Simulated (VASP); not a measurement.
# WSe2 in VASP: notebook

Runs on WSe2. Level: PBEsol. Tasks: electric field gradients.

All numbers are computed with VASP 6.6.1; they aren't measurements. Logs are shortened: lines on timing, memory, paths and dates and some standing lists are left out, and cuts for length are marked.

**1. The cell of the first run**

Symmetry: P6_3/mmc, No. 194, hexagonal system. Conventional cell: a = 3.246 Å, b = 3.246 Å, c = 12.795 Å, α = 90.00°, β = 90.00°, γ = 120.00°. Within 3.3 Å of W (site symmetry -6m2) lie 6 Se at 2.50 Å and 6 W at 3.25 Å. Se (site symmetry 3m) has 3 W at 2.50 Å and 7 Se at 3.25 to 3.30 Å within 3.4 Å.

**2. Electric field gradients, PBEsol (19.45 Å³/atom)**

The input, INCAR:

```
SYSTEM = WSe2
PREC = Accurate
ENCUT = 520
EDIFF = 1E-8
ISMEAR = -1
SIGMA = 0.08
LREAL = .False.
LASPH = .True.
NELM = 60
ALGO = Normal
ISIF = 2
LWAVE = .False.
LCHARG = .False.
GGA = PS
LEFG = .True.
NBANDS = 35
```

The input, KPOINTS:

```
Automatic mesh
0
Gamma
  11 11 3
  0 0 0
```

The input, POSCAR:

```
WSe2
1.0
    3.2455335613      0.0000000000      0.0000000000
   -1.6227667806      2.8107145128      0.0000000000
    0.0000000000      0.0000000000     12.7947082416
W Se
2 4
Direct
    0.3333333333      0.6666666667      0.2500000000
    0.6666666667      0.3333333333      0.7500000000
    0.3333333333      0.6666666667      0.6210000000
    0.6666666667      0.3333333333      0.1210000000
    0.3333333333      0.6666666667      0.8790000000
    0.6666666667      0.3333333333      0.3790000000
```

Potentials or basis: VASP PAW PBE potentials, release 64 (W_sv, Se).

Launch:

```
$ cat potpaw_PBE.64/W_sv/POTCAR potpaw_PBE.64/Se/POTCAR > POTCAR
$ mpirun -np 1 vasp_std > vasp.out
```

OUTCAR:

```text
SYSTEM = WSe2
   PREC = Accurate
   ENCUT = 520
   EDIFF = 1E-8
   ISMEAR = -1
   LREAL = .False.
   LASPH = .True.
   NELM = 60
   ISIF = 2
   GGA = PS

 ion  position               nearest neighbor table
   1  0.333  0.667  0.250-   4 2.50   6 2.50   4 2.50   6 2.50   4 2.50   6 2.50
   2  0.667  0.333  0.750-   3 2.50   5 2.50   3 2.50   5 2.50   3 2.50   5 2.50
   3  0.333  0.667  0.621-   2 2.50   2 2.50   2 2.50
   4  0.667  0.333  0.121-   1 2.50   1 2.50   1 2.50
   5  0.333  0.667  0.879-   2 2.50   2 2.50   2 2.50
   6  0.667  0.333  0.379-   1 2.50   1 2.50   1 2.50

  LATTYP: Found a hexagonal cell.
 ALAT       =     3.2455335613
 C/A-ratio  =     3.9422510968

  Lattice vectors:

 A1 = (   3.2455335613,   0.0000000000,   0.0000000000)
 A2 = (  -1.6227667806,   2.8107145128,   0.0000000000)
 A3 = (   0.0000000000,   0.0000000000,  12.7947082416)

Analysis of symmetry for initial positions (statically):
=====================================================================
 Subroutine PRICEL returns:
 Original cell was already a primitive cell.

 Routine SETGRP: Setting up the symmetry group for a
 hexagonal supercell.

 Subroutine GETGRP returns: Found 24 space group operations
 (whereof 12 operations were pure point group operations)
 out of a pool of 24 trial point group operations.

The static configuration has the point symmetry D_3d.
 The point group associated with its full space group is D_6h.

Analysis of symmetry for dynamics (positions and initial velocities):
=====================================================================
 Subroutine PRICEL returns:
 Original cell was already a primitive cell.

 Routine SETGRP: Setting up the symmetry group for a
 hexagonal supercell.

 Subroutine GETGRP returns: Found 24 space group operations
 (whereof 12 operations were pure point group operations)
 out of a pool of 24 trial point group operations.

The dynamic configuration has the point symmetry D_3d.
 The point group associated with its full space group is D_6h.

 Subroutine INISYM returns: Found 24 space group operations
 (whereof 12 operations are pure point group operations),
 and found     1 'primitive' translations

----------------------------------------------------------------------------------------

                                     Primitive cell

  volume of cell :     116.7168

  direct lattice vectors                    reciprocal lattice vectors
     3.245533561  0.000000000  0.000000000     0.308115748  0.177890710  0.000000000
    -1.622766781  2.810714513  0.000000000     0.000000000  0.355781420  0.000000000
     0.000000000  0.000000000 12.794708242     0.000000000  0.000000000  0.078157312

  length of vectors
     3.245533561  3.245533561 12.794708242     0.355781420  0.355781420  0.078157312

  position of ions in fractional coordinates (direct lattice)
     0.333333333  0.666666667  0.250000000
     0.666666667  0.333333333  0.750000000
     0.333333333  0.666666667  0.621000000
     0.666666667  0.333333333  0.121000000
     0.333333333  0.666666667  0.879000000
     0.666666667  0.333333333  0.379000000

  ion indices of the primitive-cell ions
   primitive index   ion index
                 1           1
                 2           2
                 3           3
                 4           4
                 5           5
                 6           6

----------------------------------------------------------------------------------------

 KPOINTS: Automatic mesh

Automatic generation of k-mesh.
 Grid dimensions read from file:
 generate k-points for:   11   11    3

 Generating k-lattice:

  Cartesian coordinates                     Fractional coordinates (reciprocal lattice)
[... 48 lines left out ...]
   NGX,Y,Z   is equivalent  to a cutoff of  12.29, 12.29, 12.47 a.u.
   NGXF,Y,Z  is equivalent  to a cutoff of  24.59, 24.59, 24.95 a.u.
 SYSTEM =  WSe2
   PREC   = accura    normal or accurate (medium, high low for compatibility)
   ISTART =      0    job   : 0-new  1-cont  2-samecut
   ICHARG =      2    charge: 1-file 2-atom 10-const
   ISPIN  =      1    spin polarized calculation?
   LNONCOLLINEAR =      F non collinear calculations
   LSORBIT =      F    spin-orbit coupling
   LASPH  =      T    aspherical Exc in radial PAW
   ENCUT  =  520.0 eV  38.22 Ry    6.18 a.u.   6.03  6.03 23.79*2*pi/ulx,y,z
   NELM   =     60;   NELMIN=  2; NELMDL= -5     # of ELM steps
   EDIFF  = 0.1E-07   stopping-criterion for ELM
   LREAL  =      F    real-space projection
   EDIFFG = 0.1E-06   stopping-criterion for IOM
   NSW    =      0    number of steps for IOM
   IBRION =     -1    ionic relax: 0-MD 1-quasi-New 2-CG
   NFREE  =      0    steps in history (QN), initial steepest desc. (CG)
   ISIF   =      2    stress and relaxation
   ISYM   =      2    0-nonsym 1-usesym 2-fastsym
   POTIM  = 0.5000    time-step for ionic-motion
   TEBEG  =    0.0;   TEEND  =   0.0 temperature during run
   PSTRESS=    0.0 pullay stress
   NELECT =      52.0000    total number of electrons
   NUPDOWN=      -1.0000    fix difference up-down
   EMIN   =  10.00;   EMAX   =-10.00  energy-range for DOS
   EFERMI =   0.00;   METHOD = LEGACY
   ISMEAR =    -1;   SIGMA  =   0.08  broadening in eV -4-tet -1-fermi 0-gaus
   EFERMI_NEDOS =   21; number of points for ismear=-14 and -15
   IALGO  =     38    algorithm
   IMIX   =      4    mixing-type and parameters
     AMIX     =   0.40;   BMIX     =  1.00
     AMIX_MAG =   1.60;   BMIX_MAG =  1.00
  volume/ion in A,a.u.               =      19.45       131.27
  Fermi-wavevector in a.u.,A,eV,Ry     =   1.250350  2.362819 21.271004  1.563375
  Thomas-Fermi vector in A             =   2.384348
   LORBIT       =      0    0 simple, 1 ext, 2 COOP (PROOUT), +10 PAW based schemes
   GGA     = PS    functional components
   LHFCALC =     F    Hartree Fock is set to
   AEXX    =    0.0000 exact exchange contribution
   IVDW    =     0    specifies the selected vdW correction
   LEPSILON=     F    determine dielectric tensor
   LRPA    =     F    only Hartree local field effects (RPA)
 non-spin polarized calculation
  energy-cutoff  :      520.00
  volume of cell :      116.72
 maximum number of plane-waves:      3178
   NGX = 13   NGY = 13   NGZ = 47

 number of electron      51.9999999 magnetization

 Free energy of the ion-electron system (eV)
  ---------------------------------------------------
  ext. energy  EPLUGINS =         0.00000000
  ---------------------------------------------------
  free energy    TOTEN  =       -46.47549901 eV

  energy without entropy =      -46.47537016  energy(sigma->0) =      -46.47543459

 E-fermi :   7.0276     XC(G=0): -11.1090

 val. band max:        6.6392132043   @ k =   0.0000   0.0000   0.0000
 cond. band min:       7.5081384065   @ k =   0.1818   0.1818   0.0000
 fundamental gap:      0.8689252022
 Fermi energy:         7.0275621546

 k-point     1 :       0.0000    0.0000    0.0000
  band No.  band energies     occupation
      1     -67.6205      2.00000
      2     -67.6205      2.00000
      3     -31.9192      2.00000
      4     -31.9191      2.00000
      5     -31.7524      2.00000
      6     -31.7524      2.00000
[... 901 lines left out ...]
     34      10.6740      0.00000
     35      13.5735      0.00000

 [... further k-points ...]
[... 5 lines left out ...]
  --------------------------------------------------------------------------------------
  -------------------------------------------------------------------------------------
  Total        3.3889586      3.3889586      5.1208215      0.0000000     -0.0000000      0.0000000
  in kB       46.5204191     46.5204191     70.2937958      0.0000000     -0.0000000      0.0000000
  external PRESSURE =      54.4448780 kB  Pullay stress =       0.0000000 kB

 VOLUME and BASIS-vectors are now :
 -----------------------------------------------------------------------------
  energy-cutoff  :      520.00
  volume of cell :      116.72
      direct lattice vectors                 reciprocal lattice vectors
     3.245533561  0.000000000  0.000000000     0.308115748  0.177890710  0.000000000
    -1.622766781  2.810714513  0.000000000     0.000000000  0.355781420  0.000000000
     0.000000000  0.000000000 12.794708242     0.000000000  0.000000000  0.078157312

 POSITION                                       TOTAL-FORCE (eV/Angst)
 -----------------------------------------------------------------------------------
     -0.00000      1.87381      3.19868        -0.000000      0.000000      0.000000
      1.62277      0.93690      9.59603         0.000000     -0.000000      0.000000
     -0.00000      1.87381      7.94551         0.000000     -0.000000     -0.646069
      1.62277      0.93690      1.54816         0.000000      0.000000     -0.646069
     -0.00000      1.87381     11.24655        -0.000000     -0.000000      0.646069
      1.62277      0.93690      4.84919        -0.000000      0.000000      0.646069
 -----------------------------------------------------------------------------------
    total drift:                               -0.000000      0.000000     -0.000000

  FREE ENERGIE OF THE ION-ELECTRON SYSTEM (eV)
  ---------------------------------------------------
  free  energy   TOTEN  =       -46.4754990138 eV

  energy  without entropy=      -46.4753701602  energy(sigma->0) =      -46.47543459

 Electric field gradients (V/A^2)
---------------------------------------------------------------------
 ion       V_xx      V_yy      V_zz      V_xy      V_xz      V_yz
---------------------------------------------------------------------
   1      80.207    80.208  -160.415     0.001     0.000    -0.000
   2      80.207    80.208  -160.415     0.001    -0.000     0.000
   3      40.711    40.711   -81.421     0.000     0.000    -0.000
   4      40.711    40.711   -81.421     0.000    -0.000     0.000
   5      40.711    40.711   -81.421     0.000    -0.000     0.000
   6      40.711    40.711   -81.421     0.000     0.000    -0.000
---------------------------------------------------------------------

 Electric field gradients after diagonalization (V/A^2)
 (convention: |V_zz| > |V_xx| > |V_yy|)
----------------------------------------------------------------------
 ion       V_xx      V_yy      V_zz     asymmetry (V_yy - V_xx)/ V_zz
----------------------------------------------------------------------
   1      80.209    80.207  -160.415       0.000
   2      80.209    80.207  -160.415       0.000
   3      40.711    40.711   -81.421       0.000
   4      40.711    40.711   -81.421       0.000
   5      40.711    40.711   -81.421       0.000
   6      40.711    40.711   -81.421       0.000
----------------------------------------------------------------------

           NMR quadrupolar parameters

 Cq : quadrupolar parameter    Cq=e*Q*V_zz/h
 eta: asymmetry parameters     (V_yy - V_xx)/ V_zz
 Q  : nuclear electric quadrupole moment in mb (millibarn)
----------------------------------------------------------------------
 ion       Cq(MHz)       eta       Q (mb)
----------------------------------------------------------------------
   1      -0.388       0.000       1.000
   2      -0.388       0.000       1.000
   3      -0.197       0.000       1.000
   4      -0.197       0.000       1.000
   5      -0.197       0.000       1.000
   6      -0.197       0.000       1.000
----------------------------------------------------------------------
```

Run time: 3.6 min. Hardware: 1 thread of Intel Xeon 8259CL, shared host; peak memory 0.28 GiB.

What came out:

```
Free energy                             : -46.4755 eV
Pressure                                : 5.4 GPa
Largest force                           : 0.646 eV/Å
Band gap on the k mesh                  : 0.87 eV (least direct gap 1.83 eV)
Largest electric field gradient by atom : W -160.4; Se -81.4 V/Å²
```

Forces in eV/Å, atoms in the order of the input:
```
W    0.000  0.000  0.000
W    0.000  0.000  0.000
Se   0.000  0.000 -0.646
Se   0.000  0.000 -0.646
Se   0.000  0.000  0.646
Se   0.000  0.000  0.646
```

Electric field gradients, principal values (V/Å²):
```csv
atom,least,middle,greatest (by size)
1 W,80.207,80.209,-160.415
2 W,80.207,80.209,-160.415
3 Se,40.711,40.711,-81.421
4 Se,40.711,40.711,-81.421
5 Se,40.711,40.711,-81.421
6 Se,40.711,40.711,-81.421
```

Caveat: the cell stands under pressure; without QUAD_EFG the Cq values of the log hold for a quadrupole moment of 1 mb, not for the nuclei; the PAW data sets were made with another functional, which shifts forces and pressure a little; spin-orbit coupling is left out, which moves the levels of the heavy elements; an odd mesh through Γ misses points on the zone boundary, where band edges can lie; this functional lacks dispersion, which binds the layers, so the pressure and a relaxed spacing across them are unreliable.

(Continued in part 2 of 3.)
